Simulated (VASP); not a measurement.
# Se (P3_121) in VASP: single point with PBE

Aim: the single point of Se with PBE.

All numbers are computed with VASP 6.6.1; they aren't measurements. Logs are shortened: lines on timing, memory, paths and dates and some standing lists are left out, and cuts for length are marked.

## 1. The cell of the first run

Symmetry: P3_121, No. 152, trigonal system. The conventional cell has a = 4.476 Å, b = 4.476 Å, c = 5.078 Å, α = 90.00°, β = 90.00°, γ = 120.00°. Se (site symmetry 2) has 2 Se at 2.41 Å within 3.2 Å.

## 2. Single point, PBE

File INCAR:

```
PREC = Accurate
ENCUT = 520
EDIFF = 1E-6
ISMEAR = 0
SIGMA = 0.05
LREAL = False
LASPH = True
NELM = 100
ALGO = Normal
ISIF = 2
LWAVE = False
LCHARG = False
GGA = PE
NBANDS = 16
```

File KPOINTS:

```
Automatic mesh
0
Gamma
  12 12 10
```

File POSCAR:

```
Se
1.0
    4.4760154181      0.0000000000      0.0000000000
   -2.2380077091      3.8763430598      0.0000000000
    0.0000000000      0.0000000000      5.0781893457
Se
3
Direct
    0.2204226499      0.0000000000      0.3333333333
    0.0000000000      0.2204226499      0.6666666667
    0.7795773501      0.7795773501      0.0000000000
```

Potentials or basis: VASP PAW PBE potentials, release 64 (Se).

Started as:

```console
> cat potpaw_PBE.64/Se/POTCAR > POTCAR
> mpirun -np 1 vasp_std > vasp.out
```

OUTCAR:

```text
PREC = Accurate
   ENCUT = 520
   EDIFF = 1E-6
   ISMEAR = 0
   LREAL = False
   LASPH = True
   NELM = 100
   ISIF = 2
   GGA = PE

 ion  position               nearest neighbor table
   1  0.220  0.000  0.333-   3 2.41   2 2.41
   2  0.000  0.220  0.667-   3 2.41   1 2.41
   3  0.780  0.780  0.000-   1 2.41   2 2.41

  LATTYP: Found a hexagonal cell.
 ALAT       =     4.4760154181
 C/A-ratio  =     1.1345334793

  Lattice vectors:

 A1 = (   4.4760154181,   0.0000000000,   0.0000000000)
 A2 = (  -2.2380077091,   3.8763430598,   0.0000000000)
 A3 = (   0.0000000000,   0.0000000000,   5.0781893457)

Analysis of symmetry for initial positions (statically):
=====================================================================
 Subroutine PRICEL returns:
 Original cell was already a primitive cell.

 Routine SETGRP: Setting up the symmetry group for a
 hexagonal supercell.

 Subroutine GETGRP returns: Found  6 space group operations
 (whereof  2 operations were pure point group operations)
 out of a pool of 24 trial point group operations.

The static configuration has the point symmetry C_2 .
 The point group associated with its full space group is D_3 .

Analysis of symmetry for dynamics (positions and initial velocities):
=====================================================================
 Subroutine PRICEL returns:
 Original cell was already a primitive cell.

 Routine SETGRP: Setting up the symmetry group for a
 hexagonal supercell.

 Subroutine GETGRP returns: Found  6 space group operations
 (whereof  2 operations were pure point group operations)
 out of a pool of 24 trial point group operations.

The dynamic configuration has the point symmetry C_2 .
 The point group associated with its full space group is D_3 .

 Subroutine INISYM returns: Found  6 space group operations
 (whereof  2 operations are pure point group operations),
 and found     1 'primitive' translations

----------------------------------------------------------------------------------------

                                     Primitive cell

  volume of cell :      88.1095

  direct lattice vectors                    reciprocal lattice vectors
     4.476015418  0.000000000  0.000000000     0.223412993  0.128987551  0.000000000
    -2.238007709  3.876343060  0.000000000     0.000000000  0.257975103  0.000000000
     0.000000000  0.000000000  5.078189346     0.000000000  0.000000000  0.196920582

  length of vectors
     4.476015418  4.476015418  5.078189346     0.257975103  0.257975103  0.196920582

  position of ions in fractional coordinates (direct lattice)
     0.220422650  0.000000000  0.333333333
     0.000000000  0.220422650  0.666666667
     0.779577350  0.779577350  0.000000000

  ion indices of the primitive-cell ions
   primitive index   ion index
                 1           1
                 2           2
                 3           3

----------------------------------------------------------------------------------------

 KPOINTS: Automatic mesh

Automatic generation of k-mesh.
 Grid dimensions read from file:
 generate k-points for:   12   12   10

 Generating k-lattice:

  Cartesian coordinates                     Fractional coordinates (reciprocal lattice)
     0.018617749  0.010748963  0.000000000     0.083333333  0.000000000  0.000000000
     0.000000000  0.021497925  0.000000000     0.000000000  0.083333333  0.000000000
     0.000000000  0.000000000  0.019692058     0.000000000  0.000000000  0.100000000

  Length of vectors
     0.021497925  0.021497925  0.019692058

  Shift w.r.t. Gamma in fractional coordinates (k-lattice)
     0.000000000  0.000000000  0.000000000

 Subroutine IBZKPT returns following result:
 ===========================================

 Found    162 irreducible k-points:

 Following reciprocal coordinates:
            Coordinates               Weight
  0.000000  0.000000  0.000000      1.000000
  0.083333  0.000000  0.000000      6.000000
  0.166667  0.000000  0.000000      6.000000
  0.250000  0.000000  0.000000      6.000000
  0.333333  0.000000  0.000000      6.000000
  0.416667 -0.000000  0.000000      6.000000
[... 16 lines left out ...]
  0.166667  0.000000  0.100000      6.000000
  0.000000  0.166667  0.100000      6.000000
 [... further k-points ...]
   k-points           NKPTS =    162   k-points in BZ     NKDIM =    162   number of bands    NBANDS=     16
   number of dos      NEDOS =    301   number of ions     NIONS =      3
   total plane-waves  NPLWV =  51840
   dimension x,y,z NGX =    36 NGY =   36 NGZ =   40
   dimension x,y,z NGXF=    72 NGYF=   72 NGZF=   80
   ions per type =               3
   NGX,Y,Z   is equivalent  to a cutoff of  13.37, 13.37, 13.09 a.u.
   NGXF,Y,Z  is equivalent  to a cutoff of  26.74, 26.74, 26.19 a.u.
 SYSTEM =  unknown system
   PREC   = accura    normal or accurate (medium, high low for compatibility)
   ISTART =      0    job   : 0-new  1-cont  2-samecut
   ICHARG =      2    charge: 1-file 2-atom 10-const
   ISPIN  =      1    spin polarized calculation?
   LNONCOLLINEAR =      F non collinear calculations
   LSORBIT =      F    spin-orbit coupling
   LASPH  =      T    aspherical Exc in radial PAW
   ENCUT  =  520.0 eV  38.22 Ry    6.18 a.u.   8.32  8.32  9.44*2*pi/ulx,y,z
   NELM   =    100;   NELMIN=  2; NELMDL= -5     # of ELM steps
   EDIFF  = 0.1E-05   stopping-criterion for ELM
   LREAL  =      F    real-space projection
   EDIFFG = 0.1E-04   stopping-criterion for IOM
   NSW    =      0    number of steps for IOM
   IBRION =     -1    ionic relax: 0-MD 1-quasi-New 2-CG
   NFREE  =      0    steps in history (QN), initial steepest desc. (CG)
   ISIF   =      2    stress and relaxation
   ISYM   =      2    0-nonsym 1-usesym 2-fastsym
   POTIM  = 0.5000    time-step for ionic-motion
   TEBEG  =    0.0;   TEEND  =   0.0 temperature during run
   PSTRESS=    0.0 pullay stress
   NELECT =      18.0000    total number of electrons
   NUPDOWN=      -1.0000    fix difference up-down
   EMIN   =  10.00;   EMAX   =-10.00  energy-range for DOS
   EFERMI =   0.00;   METHOD = LEGACY
   ISMEAR =     0;   SIGMA  =   0.05  broadening in eV -4-tet -1-fermi 0-gaus
   EFERMI_NEDOS =   21; number of points for ismear=-14 and -15
   IALGO  =     38    algorithm
   IMIX   =      4    mixing-type and parameters
     AMIX     =   0.40;   BMIX     =  1.00
     AMIX_MAG =   1.60;   BMIX_MAG =  1.00
  volume/ion in A,a.u.               =      29.37       198.20
  Fermi-wavevector in a.u.,A,eV,Ry     =   0.964180  1.822036 12.648561  0.929643
  Thomas-Fermi vector in A             =   2.093789
   LORBIT       =      0    0 simple, 1 ext, 2 COOP (PROOUT), +10 PAW based schemes
   GGA     = PE    functional components
   LHFCALC =     F    Hartree Fock is set to
   AEXX    =    0.0000 exact exchange contribution
   IVDW    =     0    specifies the selected vdW correction
   LEPSILON=     F    determine dielectric tensor
   LRPA    =     F    only Hartree local field effects (RPA)
 non-spin polarized calculation
 Gauss-broadening in eV      SIGMA  =   0.05
  energy-cutoff  :      520.00
  volume of cell :       88.11
 maximum number of plane-waves:      2403
 NGX is ok and might be reduce to    36
   NGX = 17   NGY = 17   NGZ = 19

 number of electron      17.9999999 magnetization

 Free energy of the ion-electron system (eV)
  ---------------------------------------------------
  ext. energy  EPLUGINS =         0.00000000
  ---------------------------------------------------
  free energy    TOTEN  =       -10.51008191 eV

  energy without entropy =      -10.51008191  energy(sigma->0) =      -10.51008191

 E-fermi :   2.1406     XC(G=0):  -8.5009

 val. band max:        1.9436760271   @ k =   0.5000   0.0000   0.5000
 cond. band min:       2.8762137137   @ k =   0.3333   0.3333   0.5000
 fundamental gap:      0.9325376866
 Fermi energy:         2.1405950003

 k-point     1 :       0.0000    0.0000    0.0000
  band No.  band energies     occupation
      1     -13.4400      2.00000
      2      -9.6340      2.00000
      3      -9.6340      2.00000
      4      -1.7474      2.00000
      5      -1.7474      2.00000
      6      -1.4637      2.00000
[... 8 lines left out ...]
     15       8.5697      0.00000
     16      10.3895      0.00000

 k-point     2 :       0.0833    0.0000    0.0000
  band No.  band energies     occupation
      1     -13.4173      2.00000
      2      -9.6543      2.00000
      3      -9.6323      2.00000
      4      -1.9392      2.00000
      5      -1.8256      2.00000
      6      -1.3922      2.00000
[... 8 lines left out ...]
     15       8.7393      0.00000
     16      10.3570      0.00000

 k-point     3 :       0.1667    0.0000    0.0000
  band No.  band energies     occupation
      1     -13.3533      2.00000
      2      -9.7135      2.00000
      3      -9.6275      2.00000
      4      -2.2614      2.00000
      5      -1.9948      2.00000
      6      -1.3434      2.00000
[... 8 lines left out ...]
     15       9.2314      0.00000
     16      10.3752      0.00000

 k-point     4 :       0.2500    0.0000    0.0000
  band No.  band energies     occupation
      1     -13.2606      2.00000
      2      -9.8040      2.00000
      3      -9.6208      2.00000
      4      -2.5411      2.00000
      5      -2.1745      2.00000
      6      -1.3376      2.00000
[... 8 lines left out ...]
     15       9.8680      0.00000
     16      10.7186      0.00000
[... 324 lines left out ...]
 k-point    22 :       0.0000    0.0833    0.1000
  band No.  band energies     occupation
      1     -13.3732      2.00000
      2     -10.2455      2.00000
      3      -9.0556      2.00000
      4      -2.0303      2.00000
      5      -1.8262      2.00000
      6      -1.3268      2.00000
[... 8 lines left out ...]
     15       8.9463      0.00000
     16      10.0659      0.00000

 k-point    23 :       0.1667    0.0000    0.1000
  band No.  band energies     occupation
      1     -13.3099      2.00000
      2     -10.2458      2.00000
      3      -9.1169      2.00000
      4      -2.3109      2.00000
      5      -1.9419      2.00000
      6      -1.3247      2.00000
[... 8 lines left out ...]
     15       9.4429      0.00000
     16       9.9452      0.00000

 k-point    24 :       0.0000    0.1667    0.1000
  band No.  band energies     occupation
      1     -13.3096      2.00000
      2     -10.2532      2.00000
      3      -9.1053      2.00000
      4      -2.2025      2.00000
      5      -2.1756      2.00000
      6      -1.2674      2.00000
[... 8 lines left out ...]
     15       9.2177      0.00000
     16      10.4443      0.00000

 [... further k-points ...]

------------------------ aborting loop because EDIFF is reached ----------------------------------------

  FORCE on cell =-STRESS in cart. coord.  units (eV):
  Direction    XX          YY          ZZ          XY          YZ          ZX
  --------------------------------------------------------------------------------------
  -------------------------------------------------------------------------------------
  Total        0.0792121      0.0792121     -0.0711532     -0.0000000     -0.0000000     -0.0000000
  in kB        1.4403887      1.4403887     -1.2938460     -0.0000000     -0.0000000     -0.0000000
  external PRESSURE =       0.5289772 kB  Pullay stress =       0.0000000 kB

 VOLUME and BASIS-vectors are now :
 -----------------------------------------------------------------------------
  energy-cutoff  :      520.00
  volume of cell :       88.11
      direct lattice vectors                 reciprocal lattice vectors
     4.476015418  0.000000000  0.000000000     0.223412993  0.128987551  0.000000000
    -2.238007709  3.876343060  0.000000000     0.000000000  0.257975103  0.000000000
     0.000000000  0.000000000  5.078189346     0.000000000  0.000000000  0.196920582

 POSITION                                       TOTAL-FORCE (eV/Angst)
 -----------------------------------------------------------------------------------
      0.98662      0.00000      1.69273         0.030359      0.000000      0.000000
     -0.49331      0.85443      3.38546        -0.015179      0.026291     -0.000000
      1.74470      3.02191      0.00000        -0.015179     -0.026291     -0.000000
 -----------------------------------------------------------------------------------
    total drift:                                0.000000      0.000000     -0.000000

  FREE ENERGIE OF THE ION-ELECTRON SYSTEM (eV)
  ---------------------------------------------------
  free  energy   TOTEN  =       -10.5100819118 eV

  energy  without entropy=      -10.5100819118  energy(sigma->0) =      -10.51008191
```

Run time: 5.5 min. Hardware: 1 thread of Intel Xeon 8259CL, shared host; peak memory 0.33 GiB.

Results:

| Item | Value |
| --- | --- |
| Free energy | -10.5101 eV |
| Pressure | 0.1 GPa |
| Largest force | 0.030 eV/Å |
| Band gap on the k mesh | 0.93 eV (least direct gap 1.12 eV) |

Forces on the atoms (eV/Å):
```
Se   0.030  0.000  0.000
Se  -0.015  0.026  0.000
Se  -0.015 -0.026  0.000
```

A k mesh can miss the band edges.
